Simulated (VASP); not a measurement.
# AlN (fa.b) (F-43m) in VASP: notebook

The runs below take AlN (fa.b) through single point, with PBEsol.

All numbers are computed with VASP 6.6.1; they aren't measurements. Logs are shortened: lines on timing, memory, paths and dates and some standing lists are left out, and cuts for length are marked.

### 1 The cell of the first run

The structure is cubic, space group F-43m (No. 216). Conventional cell: a = 4.377 Å, b = 4.377 Å, c = 4.377 Å, α = 90.00°, β = 90.00°, γ = 90.00°. Within 2.5 Å of Al (site symmetry -43m) lie 4 N at 1.90 Å. Within 2.5 Å of N (site symmetry -43m) lie 4 Al at 1.90 Å.

### 2 Single point, PBEsol

The input, INCAR:

```
PREC = Accurate
ENCUT = 600
EDIFF = 1E-6
ISMEAR = 0
SIGMA = 0.02
LREAL = F
LASPH = T
NELM = 120
ALGO = Normal
ISIF = 2
LWAVE = F
LCHARG = F
GGA = PS
NBANDS = 11
GGA_COMPAT = F
```

The input, KPOINTS:

```
Automatic mesh
0
Gamma
  10 10 10
```

The input, POSCAR:

```
AlN
1.0
    0.0000000000      2.1886939425      2.1886939425
    2.1886939425      0.0000000000      2.1886939425
    2.1886939425      2.1886939425      0.0000000000
Al N
1 1
Direct
    0.0000000000      0.0000000000      0.0000000000
    0.2500000000      0.2500000000      0.2500000000
```

Potentials or basis: VASP PAW PBE potentials, release 64 (Al, N).

Run with:

```sh
cat potpaw_PBE.64/Al/POTCAR potpaw_PBE.64/N/POTCAR > POTCAR
mpirun -np 1 vasp_std > vasp.out
```

OUTCAR:

```text
PREC = Accurate
   ENCUT = 600
   EDIFF = 1E-6
   ISMEAR = 0
   LREAL = F
   LASPH = T
   NELM = 120
   ISIF = 2
   GGA = PS

 ion  position               nearest neighbor table
   1  0.000  0.000  0.000-   2 1.90   2 1.90   2 1.90   2 1.90
   2  0.250  0.250  0.250-   1 1.90   1 1.90   1 1.90   1 1.90

  LATTYP: Found a face centered cubic cell.
 ALAT       =     4.3773878850

  Lattice vectors:

 A1 = (   0.0000000000,   2.1886939425,   2.1886939425)
 A2 = (   2.1886939425,   0.0000000000,   2.1886939425)
 A3 = (   2.1886939425,   2.1886939425,   0.0000000000)

Analysis of symmetry for initial positions (statically):
=====================================================================
 Subroutine PRICEL returns:
 Original cell was already a primitive cell.

 Routine SETGRP: Setting up the symmetry group for a
 face centered cubic supercell.

 Subroutine GETGRP returns: Found 24 space group operations
 (whereof 24 operations were pure point group operations)
 out of a pool of 48 trial point group operations.

The static configuration has the point symmetry T_d .

Analysis of symmetry for dynamics (positions and initial velocities):
=====================================================================
 Subroutine PRICEL returns:
 Original cell was already a primitive cell.

 Routine SETGRP: Setting up the symmetry group for a
 face centered cubic supercell.

 Subroutine GETGRP returns: Found 24 space group operations
 (whereof 24 operations were pure point group operations)
 out of a pool of 48 trial point group operations.

The dynamic configuration has the point symmetry T_d .

 Subroutine INISYM returns: Found 24 space group operations
 (whereof 24 operations are pure point group operations),
 and found     1 'primitive' translations

----------------------------------------------------------------------------------------

                                     Primitive cell

  volume of cell :      20.9694

  direct lattice vectors                    reciprocal lattice vectors
     0.000000000  2.188693943  2.188693943    -0.228446742  0.228446742  0.228446742
     2.188693943  0.000000000  2.188693943     0.228446742 -0.228446742  0.228446742
     2.188693943  2.188693943  0.000000000     0.228446742  0.228446742 -0.228446742

  length of vectors
     3.095280657  3.095280657  3.095280657     0.395681364  0.395681364  0.395681364

  position of ions in fractional coordinates (direct lattice)
     0.000000000  0.000000000  0.000000000
     0.250000000  0.250000000  0.250000000

  ion indices of the primitive-cell ions
   primitive index   ion index
                 1           1
                 2           2

----------------------------------------------------------------------------------------

 KPOINTS: Automatic mesh

Automatic generation of k-mesh.
 Grid dimensions read from file:
 generate k-points for:   10   10   10

 Generating k-lattice:

  Cartesian coordinates                     Fractional coordinates (reciprocal lattice)
    -0.022844674  0.022844674  0.022844674     0.100000000  0.000000000  0.000000000
     0.022844674 -0.022844674  0.022844674     0.000000000  0.100000000  0.000000000
     0.022844674  0.022844674 -0.022844674     0.000000000  0.000000000  0.100000000

  Length of vectors
     0.039568136  0.039568136  0.039568136

  Shift w.r.t. Gamma in fractional coordinates (k-lattice)
     0.000000000  0.000000000  0.000000000

 Subroutine IBZKPT returns following result:
 ===========================================

 Found     47 irreducible k-points:

 Following reciprocal coordinates:
            Coordinates               Weight
  0.000000  0.000000  0.000000      1.000000
  0.100000  0.000000  0.000000      8.000000
  0.200000  0.000000  0.000000      8.000000
  0.300000  0.000000  0.000000      8.000000
  0.400000  0.000000  0.000000      8.000000
  0.500000  0.000000  0.000000      4.000000
[... 16 lines left out ...]
  0.300000  0.300000  0.000000      6.000000
  0.400000  0.300000  0.000000     24.000000
 [... further k-points ...]
   k-points           NKPTS =     47   k-points in BZ     NKDIM =     47   number of bands    NBANDS=     11
   number of dos      NEDOS =    301   number of ions     NIONS =      2
   total plane-waves  NPLWV =  21952
   dimension x,y,z NGX =    28 NGY =   28 NGZ =   28
   dimension x,y,z NGXF=    56 NGYF=   56 NGZF=   56
   ions per type =               1   1
   NGX,Y,Z   is equivalent  to a cutoff of  15.04, 15.04, 15.04 a.u.
   NGXF,Y,Z  is equivalent  to a cutoff of  30.08, 30.08, 30.08 a.u.
 SYSTEM =  unknown system
   PREC   = accura    normal or accurate (medium, high low for compatibility)
   ISTART =      0    job   : 0-new  1-cont  2-samecut
   ICHARG =      2    charge: 1-file 2-atom 10-const
   ISPIN  =      1    spin polarized calculation?
   LNONCOLLINEAR =      F non collinear calculations
   LSORBIT =      F    spin-orbit coupling
   LASPH  =      T    aspherical Exc in radial PAW
   ENCUT  =  600.0 eV  44.10 Ry    6.64 a.u.   6.18  6.18  6.18*2*pi/ulx,y,z
   NELM   =    120;   NELMIN=  2; NELMDL= -5     # of ELM steps
   EDIFF  = 0.1E-05   stopping-criterion for ELM
   LREAL  =      F    real-space projection
   EDIFFG = 0.1E-04   stopping-criterion for IOM
   NSW    =      0    number of steps for IOM
   IBRION =     -1    ionic relax: 0-MD 1-quasi-New 2-CG
   NFREE  =      0    steps in history (QN), initial steepest desc. (CG)
   ISIF   =      2    stress and relaxation
   ISYM   =      2    0-nonsym 1-usesym 2-fastsym
   POTIM  = 0.5000    time-step for ionic-motion
   TEBEG  =    0.0;   TEEND  =   0.0 temperature during run
   PSTRESS=    0.0 pullay stress
   NELECT =       8.0000    total number of electrons
   NUPDOWN=      -1.0000    fix difference up-down
   EMIN   =  10.00;   EMAX   =-10.00  energy-range for DOS
   EFERMI =   0.00;   METHOD = LEGACY
   ISMEAR =     0;   SIGMA  =   0.02  broadening in eV -4-tet -1-fermi 0-gaus
   EFERMI_NEDOS =   21; number of points for ismear=-14 and -15
   IALGO  =     38    algorithm
   IMIX   =      4    mixing-type and parameters
     AMIX     =   0.40;   BMIX     =  1.00
     AMIX_MAG =   1.60;   BMIX_MAG =  1.00
  volume/ion in A,a.u.               =      10.48        70.75
  Fermi-wavevector in a.u.,A,eV,Ry     =   1.187344  2.243754 19.181291  1.409785
  Thomas-Fermi vector in A             =   2.323497
   LORBIT       =      0    0 simple, 1 ext, 2 COOP (PROOUT), +10 PAW based schemes
   GGA     = PS    functional components
   LHFCALC =     F    Hartree Fock is set to
   AEXX    =    0.0000 exact exchange contribution
   IVDW    =     0    specifies the selected vdW correction
   LEPSILON=     F    determine dielectric tensor
   LRPA    =     F    only Hartree local field effects (RPA)
 non-spin polarized calculation
 Gauss-broadening in eV      SIGMA  =   0.02
  energy-cutoff  :      600.00
  volume of cell :       20.97
 maximum number of plane-waves:       725
 NGX is ok and might be reduce to    28
   NGX = 13   NGY = 13   NGZ = 13

 number of electron       7.9999999 magnetization

 Free energy of the ion-electron system (eV)
  ---------------------------------------------------
  ext. energy  EPLUGINS =         0.00000000
  ---------------------------------------------------
  free energy    TOTEN  =       -15.61303207 eV

  energy without entropy =      -15.61303207  energy(sigma->0) =      -15.61303207

 E-fermi :   5.9314     XC(G=0): -11.1011

 val. band max:        5.8171942506   @ k =   0.0000   0.0000   0.0000
 cond. band min:       9.0013559129   @ k =   0.5000   0.5000   0.0000
 fundamental gap:      3.1841616623
 Fermi energy:         5.9313722307

 k-point     1 :       0.0000    0.0000    0.0000
  band No.  band energies     occupation
      1      -9.1041      2.00000
      2       5.8172      2.00000
      3       5.8172      2.00000
      4       5.8172      2.00000
      5       9.8936      0.00000
      6      18.2231      0.00000
      7      18.2231      0.00000
      8      18.2231      0.00000
      9      23.3533      0.00000
     10      23.3533      0.00000
     11      24.6930      0.00000

 k-point     2 :       0.1000    0.0000    0.0000
  band No.  band energies     occupation
      1      -8.9571      2.00000
      2       4.9970      2.00000
      3       5.7653      2.00000
      4       5.7653      2.00000
      5      10.5595      0.00000
      6      17.8325      0.00000
      7      18.3566      0.00000
      8      18.3566      0.00000
      9      22.0824      0.00000
     10      22.0824      0.00000
     11      23.8870      0.00000

 k-point     3 :       0.2000    0.0000    0.0000
  band No.  band energies     occupation
      1      -8.5385      2.00000
      2       3.3853      2.00000
      3       5.6361      2.00000
      4       5.6361      2.00000
      5      11.6798      0.00000
      6      17.0316      0.00000
      7      18.2866      0.00000
      8      18.2866      0.00000
      9      21.5489      0.00000
     10      21.5489      0.00000
     11      23.0158      0.00000

 k-point     4 :       0.3000    0.0000    0.0000
  band No.  band energies     occupation
      1      -7.9293      2.00000
      2       1.7347      2.00000
      3       5.4881      2.00000
      4       5.4881      2.00000
      5      12.5095      0.00000
      6      16.2769      0.00000
      7      17.6273      0.00000
      8      17.6273      0.00000
      9      22.6004      0.00000
     10      22.6004      0.00000
     11      22.8269      0.00000

 k-point     5 :       0.4000    0.0000    0.0000
  band No.  band energies     occupation
      1      -7.3179      2.00000
      2       0.4443      2.00000
      3       5.3766      2.00000
      4       5.3766      2.00000
      5      12.9260      0.00000
      6      15.7418      0.00000
      7      17.0310      0.00000
      8      17.0310      0.00000
      9      23.2430      0.00000
     10      24.4151      0.00000
     11      24.4151      0.00000
[... 211 lines left out ...]
 k-point    21 :      -0.3000    0.2000    0.0000
  band No.  band energies     occupation
      1      -7.1629      2.00000
      2       1.1905      2.00000
      3       3.6076      2.00000
      4       5.2962      2.00000
      5      13.5758      0.00000
      6      14.7245      0.00000
      7      17.4471      0.00000
      8      17.9748      0.00000
      9      22.0389      0.00000
     10      24.3165      0.00000
     11      26.8988      0.00000

 k-point    22 :      -0.2000    0.2000    0.0000
  band No.  band energies     occupation
      1      -7.7293      2.00000
      2       2.0393      2.00000
      3       4.1141      2.00000
      4       5.5624      2.00000
      5      13.2541      0.00000
      6      15.6194      0.00000
      7      17.0594      0.00000
      8      18.1667      0.00000
      9      20.6234      0.00000
     10      24.0507      0.00000
     11      26.9617      0.00000

 k-point    23 :       0.3000    0.3000    0.0000
  band No.  band energies     occupation
      1      -7.5513      2.00000
      2       2.2856      2.00000
      3       4.5711      2.00000
      4       4.5711      2.00000
      5      11.0183      0.00000
      6      15.3499      0.00000
      7      17.5441      0.00000
      8      20.1487      0.00000
      9      20.1487      0.00000
     10      26.0328      0.00000
     11      29.3687      0.00000

 k-point    24 :       0.4000    0.3000    0.0000
  band No.  band energies     occupation
      1      -7.0840      2.00000
      2       1.6492      2.00000
      3       4.1042      2.00000
      4       4.4070      2.00000
      5      10.6027      0.00000
      6      15.1828      0.00000
      7      17.9141      0.00000
      8      20.2344      0.00000
      9      20.7373      0.00000
     10      26.9411      0.00000
     11      29.1687      0.00000

 [... further k-points ...]
[... 5 lines left out ...]
  --------------------------------------------------------------------------------------
  -------------------------------------------------------------------------------------
  Total       -0.0161688     -0.0161688     -0.0161688     -0.0000000      0.0000000     -0.0000000
  in kB       -1.2353868     -1.2353868     -1.2353868     -0.0000000      0.0000000     -0.0000000
  external PRESSURE =      -1.2353868 kB  Pullay stress =       0.0000000 kB

 VOLUME and BASIS-vectors are now :
 -----------------------------------------------------------------------------
  energy-cutoff  :      600.00
  volume of cell :       20.97
      direct lattice vectors                 reciprocal lattice vectors
     0.000000000  2.188693943  2.188693943    -0.228446742  0.228446742  0.228446742
     2.188693943  0.000000000  2.188693943     0.228446742 -0.228446742  0.228446742
     2.188693943  2.188693943  0.000000000     0.228446742  0.228446742 -0.228446742

 POSITION                                       TOTAL-FORCE (eV/Angst)
 -----------------------------------------------------------------------------------
      0.00000      0.00000      0.00000         0.000000      0.000000      0.000000
      1.09435      1.09435      1.09435        -0.000000     -0.000000     -0.000000
 -----------------------------------------------------------------------------------
    total drift:                                0.000000      0.000000      0.000000

  FREE ENERGIE OF THE ION-ELECTRON SYSTEM (eV)
  ---------------------------------------------------
  free  energy   TOTEN  =       -15.6130320661 eV

  energy  without entropy=      -15.6130320661  energy(sigma->0) =      -15.61303207
```

It took 6.4 s on 1 thread of Intel Xeon 6975P-C (Granite Rapids), shared host; peak memory 0.15 GiB.

Results:

* Free energy: -15.6130 eV
* Pressure: -0.1 GPa
* Band gap on the k mesh: 3.18 eV, indirect (least direct gap 4.08 eV)

Caveat: the PAW data sets were made with another functional, which shifts forces and pressure a little. A k mesh can miss the band edges.

### 3 Single point, PBEsol

The input, INCAR:

```
SYSTEM = AlN
PREC = Accurate ; ENCUT = 600
EDIFF = 1E-6 ; ISMEAR = 0
SIGMA = 0.02 ; LREAL = .False.
LASPH = .True. ; NELM = 120
ALGO = Normal ; ISIF = 2
LWAVE = .False. ; LCHARG = .False.
GGA = PS ; NBANDS = 11
GGA_COMPAT = .False.
```

The input, KPOINTS:

```
Automatic mesh
0
Gamma
  10 10 10
  0 0 0
```

POSCAR is that of step 2.

Potentials or basis: VASP PAW PBE potentials, release 64 (Al, N).

Run with:

```sh
cat potpaw_PBE.64/Al/POTCAR potpaw_PBE.64/N/POTCAR > POTCAR
mpirun -np 1 vasp_std > vasp.out
```

It took 6.4 s on 1 thread of Intel Xeon 6975P-C (Granite Rapids), shared host; peak memory 0.15 GiB.

Results (log left out):

```yaml
Free_energy: -15.6130 eV
Pressure: -0.1 GPa
Band_gap_on_the_k_mesh: 3.18 eV, indirect (least direct gap 4.08 eV)
```

Levels at points of the mesh, in eV from the valence-band top:
```
           k point  band 1  band 2  band 3  band 4  band 5  band 6  band 7  band 8  band 9
(0.00, 0.00, 0.00)  -14.92    0.00    0.00    0.00    4.08   12.41   12.41   12.41   17.54
(0.50, 0.00, 0.00)  -12.86   -5.89   -0.48   -0.48    7.23    9.72   11.00   11.00   17.74
(0.50, 0.50, 0.00)  -12.22   -4.93   -1.78   -1.78    3.18    8.44   13.79   15.55   15.55
```

Caveat: the PAW data sets were made with another functional, which shifts forces and pressure a little. A k mesh can miss the band edges.
